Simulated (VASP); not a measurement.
BAs:

```
B As
1.0
     3.32446    0.00000    0.00000
    -1.66223    2.87906    0.00000
     0.00000    0.00000    8.63703
B As
2 2
Cartesian
  0.0000 1.9194 2.1593
  1.6622 0.9597 6.4778
  1.6622 0.9597 2.1593
  0.0000 1.9194 6.4778
```

This cell differs from its parent crystal: strain -1.2%.

Base run:

- Program: VASP 6.6.1
- Functional: PBE
- Potentials or basis: VASP PAW PBE potentials, release 64 (B, As_d)
- Cutoff: 560 eV
- k mesh: 12 × 12 × 4
- Occupations: fermi-dirac, width 0.02 eV
- Spin: no spin polarisation

Its results: band gap on the k mesh 0.71 eV; pressure 4.8 GPa.

**Question.** The run is repeated on the same cell with these changes: functional from PBE to r2SCAN; cutoff from 560 eV to 620 eV; occupations from fermi-dirac, width 0.02 eV to gaussian, width 0.01 eV. What comes out?

**Answer.** Band gap on the k mesh 0.94 eV; pressure 3.6 GPa.

Caveats: the stress differs along the axes, from 1 to 7 GPa (at least some runs); semilocal functionals underestimate gaps, and a narrow one can read as zero (at least some runs); this functional lacks dispersion, which binds layers or chains, so the pressure and a relaxed spacing across them are unreliable (at least some runs); the stress differs along the axes, from 0 to 5 GPa (at least some runs); the PAW data sets were made with another functional, which shifts forces and pressure a little (at least some runs).

A k mesh can miss the band edges.
